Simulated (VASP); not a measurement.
# InSb: single point with PBE

Crystal: InSb.

```
In Sb
1.0
     0.00000    3.33627    3.23910
     3.33627    0.00000    3.23910
     3.33627    3.33627    0.00000
In Sb
1 1
Direct
  0.00000 0.00000 0.00000
  0.75000 0.75000 0.75000
```

This cell differs from its parent crystal: equal xx and yy strain of +3 %.

```
Program             : VASP 6.6.1
Task                : single point
Functional          : PBE
Potentials or basis : VASP PAW PBE potentials, release 64 (In_d, Sb)
Cutoff              : 520 eV
k mesh              : 10 × 10 × 10
Occupations         : fermi-dirac, width 0.03 eV
Spin                : no spin polarisation
```

- Pressure: 0.4 GPa
- Band gap on the k mesh: 0.13 eV, direct

Stress tensor (GPa, compression positive):
```
0.20 0.00 0.00
0.00 0.20 0.00
0.00 0.00 0.93
```

Levels at points of the mesh, in eV from the valence-band top:
```tsv
k point	band 7	band 8	band 9	band 10	band 11	band 12
(0.00, 0.00, 0.00)	-0.48	0.00	0.00	0.13	2.97	3.04
(0.50, 0.00, 0.00)	-5.31	-0.96	-0.79	0.48	3.78	3.92
(0.50, 0.50, 0.00)	-5.54	-2.12	-2.12	1.26	1.40	7.87
(0.50, 0.00, 0.50)	-5.67	-1.99	-1.97	1.47	1.54	7.76
```

It took 54 s on 1 thread of Intel(R) Xeon(R) Platinum 8488C (Sapphire Rapids) (shared host), peak memory 0.28 GiB.

Caveat: the cell differs from its parent crystal (equal xx and yy strain of +3 %); spin-orbit coupling is left out, which moves the levels of the heavy elements. A k mesh can miss the band edges.
